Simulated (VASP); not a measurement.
Set up this calculation in VASP 6.6.1, as the native input.

```
Task                            : G0W0 quasiparticle levels
Functional                      : r2SCAN
Potentials or basis             : VASP PAW PBE potentials, release 64 (B_GW, N_GW)
Cutoff                          : 500 eV
k mesh                          : 9 × 9 × 4
Occupations                     : gaussian, width 0.01 eV
Spin                            : no spin polarisation
Dipole correction               : no
GW scheme                       : G0W0
GW iterations                   : 1
Cutoff of the response function : 200
Frequency points                : 48
Empty bands                     : 263
Further INCAR settings          : ALGO = EVGW0; EDIFF = 1e-08; NBANDS = 271
```

Crystal: BN.

```xyz
4
Lattice="2.4996 0.0000 0.0000 -1.2498 2.1647 0.0000 0.0000 0.0000 6.5842" Properties=species:S:1:pos:R:3 pbc="T T T"
B     0.0000    0.0000    4.9382
B     0.0000    0.0000    1.6461
N     1.2498    0.7216    1.6461
N     0.0000    1.4431    4.9382
```

The input as run:

POSCAR

```
BN
1.0
    2.4995763990      0.0000000000      0.0000000000
   -1.2497881995      2.1646966602      0.0000000000
    0.0000000000      0.0000000000      6.5842429432
B N
2 2
Direct
    0.0000000000      0.0000000000      0.7500000000
    0.0000000000      0.0000000000      0.2500000000
    0.6666666667      0.3333333333      0.2500000000
    0.3333333333      0.6666666667      0.7500000000
```

INCAR.step1

```
SYSTEM = BN
PREC = Accurate
ENCUT = 500
EDIFF = 1E-8
ISMEAR = 0
SIGMA = 0.01
LREAL = .False.
LASPH = .True.
NELM = 80
ALGO = Normal
LWAVE = .True.
LCHARG = .False.
METAGGA = R2SCAN
LMIXTAU = .True.
```

INCAR.step2

```
SYSTEM = BN
PREC = Accurate
ENCUT = 500
EDIFF = 1E-8
ISMEAR = 0
SIGMA = 0.01
LREAL = .False.
LASPH = .True.
NELM = 1
ALGO = Exact
LWAVE = .True.
LCHARG = .False.
METAGGA = R2SCAN
LMIXTAU = .True.
NBANDS = 271
LOPTICS = .True.
ISTART = 1
```

INCAR.step3

```
SYSTEM = BN
PREC = Accurate
ENCUT = 500
EDIFF = 1E-8
ISMEAR = 0
SIGMA = 0.01
LREAL = .False.
LASPH = .True.
ALGO = EVGW0
LWAVE = .False.
LCHARG = .False.
METAGGA = R2SCAN
LMIXTAU = .True.
NELMGW = 1
NBANDS = 271
ENCUTGW = 200
NOMEGA = 48
PRECFOCK = Fast
ISTART = 1
NBANDSGW = 16
```

KPOINTS

```
regular mesh
0
Gamma
  9 9 4
  0 0 0
```

Potentials or basis: VASP PAW PBE potentials, release 64 (B_GW, N_GW).

Launch:

```sh
$ cat potpaw_PBE.64/B_GW/POTCAR potpaw_PBE.64/N_GW/POTCAR > POTCAR
$ cp INCAR.step1 INCAR
$ mpirun -np 1 vasp_std > vasp.out
$ cp INCAR.step2 INCAR
$ mpirun -np 1 vasp_std > vasp.out
$ cp INCAR.step3 INCAR
$ mpirun -np 1 vasp_std > vasp.out
```

Results of the run:

The quasiparticle gap is 5.44 eV and the least direct quasiparticle gap is 5.47 eV. The band gap of the starting levels on the mesh is 4.23 eV. The least direct gap of the starting levels on the mesh is 4.26 eV.

Caveat: bands, screening cutoff and mesh are small and nothing is extrapolated, so the quasiparticle values aren't converged.

Run time: 54 min on 1 thread of Intel(R) Xeon(R) 6975P-C (Granite Rapids) (shared host), peak memory 2.3 GiB.
